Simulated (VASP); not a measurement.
# GaN (Fm-3m) in VASP: settings compared, part 2 of 2

VASP 6.6.1. The steps go on from the part before.

## (3) Single point, RPBE+D4 (volume scaled by 1.02)

Contents of INCAR:

```
SYSTEM = GaN
PREC = Accurate
ENCUT = 520
EDIFF = 1E-7
ISMEAR = 0
SIGMA = 0.05
LREAL = .False.
LASPH = .True.
NELM = 100
ALGO = Normal
ISIF = 2
LWAVE = .False.
LCHARG = .True.
GGA = RP
IVDW = 13
LELF = .True.
LVHAR = .True.
NBANDS = 16
```

Contents of KPOINTS:

```
Automatic mesh
0
Gamma
  10 10 10
  0 0 0
```

Contents of POSCAR:

```
GaN
1.0
    0.0000000000      2.1119386577      2.1119386577
    2.1119386577      0.0000000000      2.1119386577
    2.1119386577      2.1119386577      0.0000000000
Ga N
1 1
Direct
    0.5000000000      0.5000000000      0.5000000000
    0.0000000000      0.0000000000      0.0000000000
```

Potentials or basis: VASP PAW PBE potentials, release 64 (Ga_d, N).

The run is started by

```
$ cat potpaw_PBE.64/Ga_d/POTCAR potpaw_PBE.64/N/POTCAR > POTCAR
$ mpirun -np 1 vasp_std > vasp.out
```

OUTCAR:

```text
SYSTEM = GaN
   PREC = Accurate
   ENCUT = 520
   EDIFF = 1E-7
   ISMEAR = 0
   LREAL = .False.
   LASPH = .True.
   NELM = 100
   ISIF = 2
   GGA = RP
   IVDW = 13

 ion  position               nearest neighbor table
   1  0.500  0.500  0.500-   2 2.11   2 2.11   2 2.11   2 2.11   2 2.11   2 2.11
   2  0.000  0.000  0.000-   1 2.11   1 2.11   1 2.11   1 2.11   1 2.11   1 2.11

  LATTYP: Found a face centered cubic cell.
 ALAT       =     4.2238773154

  Lattice vectors:

 A1 = (   0.0000000000,   2.1119386577,   2.1119386577)
 A2 = (   2.1119386577,   0.0000000000,   2.1119386577)
 A3 = (   2.1119386577,   2.1119386577,   0.0000000000)

Analysis of symmetry for initial positions (statically):
=====================================================================
 Subroutine PRICEL returns:
 Original cell was already a primitive cell.

 Routine SETGRP: Setting up the symmetry group for a
 face centered cubic supercell.

 Subroutine GETGRP returns: Found 48 space group operations
 (whereof 48 operations were pure point group operations)
 out of a pool of 48 trial point group operations.

The static configuration has the point symmetry O_h .

Analysis of symmetry for dynamics (positions and initial velocities):
=====================================================================
 Subroutine PRICEL returns:
 Original cell was already a primitive cell.

 Routine SETGRP: Setting up the symmetry group for a
 face centered cubic supercell.

 Subroutine GETGRP returns: Found 48 space group operations
 (whereof 48 operations were pure point group operations)
 out of a pool of 48 trial point group operations.

The dynamic configuration has the point symmetry O_h .

 Subroutine INISYM returns: Found 48 space group operations
 (whereof 48 operations are pure point group operations),
 and found     1 'primitive' translations

----------------------------------------------------------------------------------------

                                     Primitive cell

[... 112 lines left out ...]
  Fermi-wavevector in a.u.,A,eV,Ry     =   1.612406  3.047005 35.373143  2.599853
  Thomas-Fermi vector in A             =   2.707641
   LORBIT       =      0    0 simple, 1 ext, 2 COOP (PROOUT), +10 PAW based schemes
   GGA     = RP    functional components
   LHFCALC =     F    Hartree Fock is set to
   AEXX    =    0.0000 exact exchange contribution
   IVDW    =    13    specifies the selected vdW correction
   LEPSILON=     F    determine dielectric tensor
   LRPA    =     F    only Hartree local field effects (RPA)
 non-spin polarized calculation
 Gauss-broadening in eV      SIGMA  =   0.05
  energy-cutoff  :      520.00
  volume of cell :       18.84
 maximum number of plane-waves:       531
 NGX is ok and might be reduce to    24
   NGX = 11   NGY = 11   NGZ = 11

 number of electron      18.0000009 magnetization

 Free energy of the ion-electron system (eV)
  ---------------------------------------------------
  ext. energy  EPLUGINS =         0.00000000
  ---------------------------------------------------
  free energy    TOTEN  =       -10.30941649 eV

  energy without entropy =      -10.30941649  energy(sigma->0) =      -10.30941649

 E-fermi :   8.2580     XC(G=0): -12.9354

 val. band max:        8.0215242626   @ k =  -0.2000   0.2000   0.0000
 cond. band min:       8.7519283105   @ k =   0.5000   0.5000   0.0000
 fundamental gap:      0.7304040478
 Fermi energy:         8.2579752041

 k-point     1 :       0.0000    0.0000    0.0000
  band No.  band energies     occupation
      1      -9.3074      2.00000
      2      -5.9450      2.00000
      3      -5.9450      2.00000
      4      -5.9450      2.00000
      5      -5.8509      2.00000
      6      -5.8509      2.00000
[... 433 lines left out ...]
      3      -5.8122      2.00000
      4      -5.7638      2.00000
      5      -5.7120      2.00000
      6      -4.7287      2.00000
[... 8 lines left out ...]
     15      32.8505      0.00000
     16      34.3205      0.00000

 [... further k-points ...]

------------------------ aborting loop because EDIFF is reached ----------------------------------------

  DFT-D4 for vdW energy calculation

  Edisp (eV):   -1.90516

  FORCE on cell =-STRESS in cart. coord.  units (eV):
  Direction    XX          YY          ZZ          XY          YZ          ZX
  --------------------------------------------------------------------------------------
  -------------------------------------------------------------------------------------
  Total      -0.41067    -0.41067    -0.41067     0.00000     0.00000     0.00000
  in kB     -34.92430   -34.92430   -34.92430     0.00000     0.00000     0.00000
  external pressure =      -34.92 kB  Pullay stress =        0.00 kB

 VOLUME and BASIS-vectors are now :
 -----------------------------------------------------------------------------
  energy-cutoff  :      520.00
  volume of cell :       18.84
      direct lattice vectors                 reciprocal lattice vectors
     0.000000000  2.111938658  2.111938658    -0.236749301  0.236749301  0.236749301
     2.111938658  0.000000000  2.111938658     0.236749301 -0.236749301  0.236749301
     2.111938658  2.111938658  0.000000000     0.236749301  0.236749301 -0.236749301

 POSITION                                       TOTAL-FORCE (eV/Angst)
 -----------------------------------------------------------------------------------
      2.11194      2.11194      2.11194        -0.000000     -0.000000     -0.000000
      0.00000      0.00000      0.00000         0.000000      0.000000      0.000000
 -----------------------------------------------------------------------------------
    total drift:                                0.000000     -0.000000      0.000000

  FREE ENERGIE OF THE ION-ELECTRON SYSTEM (eV)
  ---------------------------------------------------
  free  energy   TOTEN  =       -12.2145718125 eV

  energy  without entropy=      -12.2145718125  energy(sigma->0) =      -12.21457181
```

It took 23 s on 1 thread of Intel Xeon 8259CL, shared host; peak memory 0.15 GiB.

What came out:

- Free energy: -12.2146 eV
- Pressure: -3.5 GPa
- Band gap on the k mesh: 0.73 eV, indirect (least direct gap 2.79 eV)
- Dispersion energy per atom: -0.953 eV

Caveat: the cell differs from its parent crystal (volume scaled by 1.02); the PAW data sets were made with another functional, which shifts forces and pressure a little.

## (4) Single point, RPBE+D4 (volume scaled by 1.04)

Contents of INCAR:

```
PREC = Accurate
ENCUT = 520
EDIFF = 1E-6
ISMEAR = 0
SIGMA = 0.05
LREAL = F
LASPH = T
NELM = 60
ALGO = Normal
ISIF = 2
LWAVE = F
LCHARG = T
GGA = RP
IVDW = 13
LELF = T
LVHAR = T
NBANDS = 16
```

Contents of KPOINTS:

```
Automatic mesh
0
Gamma
  10 10 10
```

Contents of POSCAR:

```
GaN
1.0
    0.0000000000      2.1256529294      2.1256529294
    2.1256529294      0.0000000000      2.1256529294
    2.1256529294      2.1256529294      0.0000000000
Ga N
1 1
Direct
    0.5000000000      0.5000000000      0.5000000000
    0.0000000000      0.0000000000      0.0000000000
```

The run is started by

```
$ cat potpaw_PBE.64/Ga_d/POTCAR potpaw_PBE.64/N/POTCAR > POTCAR
$ mpirun -np 1 vasp_std > vasp.out
```

Wall time 19 s (1 thread of Intel Xeon 8259CL, shared host); peak memory 0.15 GiB.

The run converged. Its results:

| Quantity | Value |
| --- | --- |
| Free energy | -12.2021 eV |
| Pressure | -7.5 GPa |
| Band gap on the k mesh | 0.61 eV, indirect (least direct gap 2.54 eV) |
| Dispersion energy per atom | -0.934 eV |

Levels at points of the mesh, in eV from the valence-band top:
| k point | band 5 | band 6 | band 7 | band 8 | band 9 | band 10 | band 11 | band 12 | band 13 | band 14 |
| --- | --- | --- | --- | --- | --- | --- | --- | --- | --- | --- |
| (0.00, 0.00, 0.00) | -13.89 | -13.89 | -0.45 | -0.45 | -0.45 | 2.09 | 14.65 | 14.65 | 14.65 | 15.72 |
| (0.50, 0.00, 0.00) | -13.76 | -13.76 | -8.10 | -0.15 | -0.15 | 4.68 | 9.10 | 9.10 | 9.31 | 16.26 |
| (0.50, 0.50, 0.00) | -13.71 | -11.06 | -6.94 | -2.94 | -2.94 | 0.61 | 7.84 | 11.86 | 14.41 | 14.41 |

Caveat: the cell differs from its parent crystal (volume scaled by 1.04); the PAW data sets were made with another functional, which shifts forces and pressure a little.

## (5) Single point, BLYP

This run uses another cell than the first one, of 9.92 Å³/atom, 1.074 times its volume.

Contents of INCAR:

```
  PREC = Accurate
  ENCUT = 520
  EDIFF = 1E-7
  ISMEAR = 0
  SIGMA = 0.05
  LREAL = False
  LASPH = True
  NELM = 100
  ALGO = Normal
  ISIF = 2
  LWAVE = False
  LCHARG = False
  GGA = B5
  ALDAX = 1.0
  AGGAX = 1.0
  AGGAC = 1.0
  ALDAC = 0.0
  NBANDS = 16
```

Contents of KPOINTS:

```
regular mesh
0
Gamma
  10 10 10
```

Contents of POSCAR:

```
GaN
1.0
    0.0000000000      2.1488721714      2.1488721714
    2.1488721714      0.0000000000      2.1488721714
    2.1488721714      2.1488721714      0.0000000000
Ga N
1 1
Direct
    0.5000000000      0.5000000000      0.5000000000
    0.0000000000      0.0000000000      0.0000000000
```

The run is started by

```
$ cat potpaw_PBE.64/Ga_d/POTCAR potpaw_PBE.64/N/POTCAR > POTCAR
$ mpirun -np 1 vasp_std > vasp.out
```

It took 34 s on 1 thread of Intel Xeon 8259CL, shared host; peak memory 0.15 GiB.

The run converged. Its results:

* Free energy: -9.8460 eV
* Pressure: 4.8 GPa
* Band gap on the k mesh: 0.21 eV, indirect (least direct gap 2.20 eV)

Levels at points of the mesh, in eV from the valence-band top:
```tsv
k point	band 7	band 8	band 9	band 10	band 11	band 12
(0.00, 0.00, 0.00)	-0.45	-0.45	-0.45	1.75	14.81	14.81
(0.50, 0.00, 0.00)	-7.89	-0.14	-0.14	4.80	8.61	8.89
(0.50, 0.50, 0.00)	-6.54	-2.79	-2.79	0.21	8.33	11.55
```

Caveat: the PAW data sets were made with another functional, which shifts forces and pressure a little. A k mesh can miss the band edges.

## (6) Summary

```csv
level,cell,gap on the mesh (eV),pressure (GPa)
RPBE+D4,"a = 2.967 Å, angles 60.0°, 2 atoms",0.86,0.9
RPBE+D4,"a = 2.987 Å, angles 60.0°, 2 atoms",0.73,-3.5
RPBE+D4,"a = 3.006 Å, angles 60.0°, 2 atoms",0.61,-7.5
BLYP,"a = 3.039 Å, angles 60.0°, 2 atoms",0.21,4.8
```

Alike in all rows: task single point; potentials or basis VASP PAW PBE potentials, release 64 (Ga_d, N); no spin polarisation; k mesh 10 × 10 × 10; cutoff (eV) 520; smearing gaussian 0.05 eV.

Caveats: the PAW data sets were made with another functional, which shifts forces and pressure a little.

Total energies depend on the potentials used, so only differences within one code and one set of settings carry meaning.
